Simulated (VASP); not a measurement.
Here is a VASP 6.6.1 calculation.

INCAR

```
ALGO = Normal
EDIFF = 1E-7
ENCUT = 520
GGA = PE
ISIF = 2
ISMEAR = -1
IVDW = 12
LASPH = T
LCHARG = T
LELF = T
LREAL = F
LVHAR = T
LWAVE = F
NBANDS = 12
NELM = 80
PREC = Accurate
SIGMA = 0.05
```

KPOINTS

```
k-points
0
Gamma
  9 9 9
```

File POSCAR:

```
LiCl
1.0
    0.0000000000      2.5183343945      2.5183343945
    2.5183343945      0.0000000000      2.5183343945
    2.5183343945      2.5183343945      0.0000000000
Cl Li
1 1
Direct
    0.5000000000      0.5000000000      0.5000000000
    0.0000000000      0.0000000000      0.0000000000
```

Potentials or basis: VASP PAW PBE potentials, release 64 (Cl, Li_sv).

Launch:

```sh
$ cat potpaw_PBE.64/Cl/POTCAR potpaw_PBE.64/Li_sv/POTCAR > POTCAR
$ mpirun -np 1 vasp_std > vasp.out
```

Task: Predict the band gap on the k mesh.

Result: 6.67 eV, direct.

Task: What does it give for the dispersion energy per atom?

Result: -0.238 eV.

 A hybrid or GW would open this gap; PBE tends to underestimate it.
